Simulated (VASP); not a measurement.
# ZnSe (Stilleite) (F-43m) in VASP: a series of runs, part 2 of 2

VASP 6.6.1. The steps go on from the part before.

## Step 4: Single point, PBEsol (volume scaled by 0.880)

The input, INCAR:

```
SYSTEM = ZnSe
PREC = Accurate
ENCUT = 520
EDIFF = 1E-6
ISMEAR = 0
SIGMA = 0.05
LREAL = .FALSE.
LASPH = .TRUE.
NELM = 100
ALGO = Normal
ISIF = 2
LWAVE = .FALSE.
LCHARG = .FALSE.
GGA = PS
NBANDS = 16
```

The input, KPOINTS:

```
Automatic mesh
0
G
  8 8 8
  0 0 0
```

The input, POSCAR:

```
ZnSe
1.0
    0.0000000000      2.6992275273      2.6992275273
    2.6992275273      0.0000000000      2.6992275273
    2.6992275273      2.6992275273      0.0000000000
Zn Se
1 1
Direct
    0.0000000000      0.0000000000      0.0000000000
    0.2500000000      0.2500000000      0.2500000000
```

Potentials or basis: VASP PAW PBE potentials, release 64 (Zn, Se).

The run is started by

```
$ cat potpaw_PBE.64/Zn/POTCAR potpaw_PBE.64/Se/POTCAR > POTCAR
$ mpirun -np 1 vasp_std > vasp.out
```

OUTCAR:

```text
SYSTEM = ZnSe
   PREC = Accurate
   ENCUT = 520
   EDIFF = 1E-6
   ISMEAR = 0
   LREAL = .FALSE.
   LASPH = .TRUE.
   NELM = 100
   ISIF = 2
   GGA = PS

 ion  position               nearest neighbor table
   1  0.000  0.000  0.000-   2 2.34   2 2.34   2 2.34   2 2.34
   2  0.250  0.250  0.250-   1 2.34   1 2.34   1 2.34   1 2.34

  LATTYP: Found a face centered cubic cell.
 ALAT       =     5.3984550546

  Lattice vectors:

 A1 = (   0.0000000000,   2.6992275273,   2.6992275273)
 A2 = (   2.6992275273,   0.0000000000,   2.6992275273)
 A3 = (   2.6992275273,   2.6992275273,   0.0000000000)

Analysis of symmetry for initial positions (statically):
=====================================================================
 Subroutine PRICEL returns:
 Original cell was already a primitive cell.

 Routine SETGRP: Setting up the symmetry group for a
 face centered cubic supercell.

 Subroutine GETGRP returns: Found 24 space group operations
 (whereof 24 operations were pure point group operations)
 out of a pool of 48 trial point group operations.

The static configuration has the point symmetry T_d .

Analysis of symmetry for dynamics (positions and initial velocities):
=====================================================================
 Subroutine PRICEL returns:
 Original cell was already a primitive cell.

 Routine SETGRP: Setting up the symmetry group for a
 face centered cubic supercell.

 Subroutine GETGRP returns: Found 24 space group operations
 (whereof 24 operations were pure point group operations)
 out of a pool of 48 trial point group operations.

The dynamic configuration has the point symmetry T_d .

 Subroutine INISYM returns: Found 24 space group operations
 (whereof 24 operations are pure point group operations),
 and found     1 'primitive' translations
[... 103 lines left out ...]
   POTIM  = 0.5000    time-step for ionic-motion
   TEBEG  =    0.0;   TEEND  =   0.0 temperature during run
   PSTRESS=    0.0 pullay stress
   NELECT =      18.0000    total number of electrons
   NUPDOWN=      -1.0000    fix difference up-down
   EMIN   =  10.00;   EMAX   =-10.00  energy-range for DOS
   EFERMI =   0.00;   METHOD = LEGACY
   ISMEAR =     0;   SIGMA  =   0.05  broadening in eV -4-tet -1-fermi 0-gaus
   EFERMI_NEDOS =   21; number of points for ismear=-14 and -15
   IALGO  =     38    algorithm
   IMIX   =      4    mixing-type and parameters
     AMIX     =   0.40;   BMIX     =  1.00
     AMIX_MAG =   1.60;   BMIX_MAG =  1.00
  volume/ion in A,a.u.               =      19.67       132.71
  Fermi-wavevector in a.u.,A,eV,Ry     =   1.261584  2.384048 21.654954  1.591594
  Thomas-Fermi vector in A             =   2.395036
   LORBIT       =      0    0 simple, 1 ext, 2 COOP (PROOUT), +10 PAW based schemes
   GGA     = PS    functional components
   LHFCALC =     F    Hartree Fock is set to
   AEXX    =    0.0000 exact exchange contribution
   IVDW    =     0    specifies the selected vdW correction
   LEPSILON=     F    determine dielectric tensor
   LRPA    =     F    only Hartree local field effects (RPA)
 non-spin polarized calculation
 Gauss-broadening in eV      SIGMA  =   0.05
  energy-cutoff  :      520.00
  volume of cell :       39.33
 maximum number of plane-waves:      1068
   NGX = 15   NGY = 15   NGZ = 15

 number of electron      18.0000003 magnetization

 Free energy of the ion-electron system (eV)
  ---------------------------------------------------
  ext. energy  EPLUGINS =         0.00000000
  ---------------------------------------------------
  free energy    TOTEN  =        -6.59578794 eV

  energy without entropy =       -6.59578794  energy(sigma->0) =       -6.59578794

 E-fermi :   3.1449     XC(G=0): -10.2061

 val. band max:        2.8564407911   @ k =   0.0000   0.0000   0.0000
 cond. band min:       4.6392260128   @ k =   0.0000   0.0000   0.0000
 fundamental gap:      1.7827852217
 Fermi energy:         3.1449033518

 k-point     1 :       0.0000    0.0000    0.0000
  band No.  band energies     occupation
      1     -11.4898      2.00000
      2      -4.3568      2.00000
      3      -4.3568      2.00000
      4      -4.3568      2.00000
      5      -3.8387      2.00000
      6      -3.8387      2.00000
[... 433 lines left out ...]
      3      -4.1704      2.00000
      4      -3.9105      2.00000
      5      -3.8327      2.00000
      6      -3.5577      2.00000
[... 8 lines left out ...]
     15      15.9670      0.00000
     16      17.0364      0.00000

 [... further k-points ...]
[... 5 lines left out ...]
  --------------------------------------------------------------------------------------
  -------------------------------------------------------------------------------------
  Total        2.8334650      2.8334650      2.8334650     -0.0000000     -0.0000000      0.0000000
  in kB      115.4197026    115.4197026    115.4197026     -0.0000000     -0.0000000      0.0000000
  external PRESSURE =     115.4197026 kB  Pullay stress =       0.0000000 kB

 VOLUME and BASIS-vectors are now :
 -----------------------------------------------------------------------------
  energy-cutoff  :      520.00
  volume of cell :       39.33
      direct lattice vectors                 reciprocal lattice vectors
     0.000000000  2.699227527  2.699227527    -0.185238182  0.185238182  0.185238182
     2.699227527  0.000000000  2.699227527     0.185238182 -0.185238182  0.185238182
     2.699227527  2.699227527  0.000000000     0.185238182  0.185238182 -0.185238182

 POSITION                                       TOTAL-FORCE (eV/Angst)
 -----------------------------------------------------------------------------------
      0.00000      0.00000      0.00000        -0.000000     -0.000000     -0.000000
      1.34961      1.34961      1.34961         0.000000      0.000000      0.000000
 -----------------------------------------------------------------------------------
    total drift:                                0.000002      0.000002      0.000002

  FREE ENERGIE OF THE ION-ELECTRON SYSTEM (eV)
  ---------------------------------------------------
  free  energy   TOTEN  =        -6.5957879360 eV

  energy  without entropy=       -6.5957879360  energy(sigma->0) =       -6.59578794
```

It took 15 s on 1 thread of Intel Xeon Platinum 8488C (Sapphire Rapids), shared host; peak memory 0.16 GiB.

What came out:

* Free energy: -6.5958 eV
* Pressure: 11.5 GPa
* Band gap on the k mesh: 1.78 eV, direct

Levels at points of the mesh, in eV from the valence-band top:
| k point | band 7 | band 8 | band 9 | band 10 | band 11 | band 12 |
| --- | --- | --- | --- | --- | --- | --- |
| (0.00, 0.00, 0.00) | 0.00 | 0.00 | 0.00 | 1.78 | 5.64 | 5.64 |
| (0.50, 0.00, 0.00) | -6.30 | -1.11 | -1.11 | 2.69 | 6.23 | 6.23 |
| (0.50, 0.50, 0.00) | -5.45 | -2.79 | -2.79 | 2.46 | 3.28 | 11.78 |

Caveat: the PAW data sets were made with another functional, which shifts forces and pressure a little.

## Step 5: Overview

```csv
cell,gap on the mesh (eV),pressure (GPa)
"a = 3.698 Å, angles 60.0°, 2 atoms",2.18,24.7
"a = 3.759 Å, angles 60.0°, 2 atoms",1.99,17.4
"a = 3.817 Å, angles 60.0°, 2 atoms",1.78,11.5
```

Alike in all rows: task single point; level PBEsol; potentials or basis VASP PAW PBE potentials, release 64 (Zn, Se); no spin polarisation; k mesh 8 × 8 × 8; cutoff (eV) 520; smearing gaussian 0.05 eV.

Caveats: the PAW data sets were made with another functional, which shifts forces and pressure a little.

Absolute energies hang on the potentials; compare differences alone.
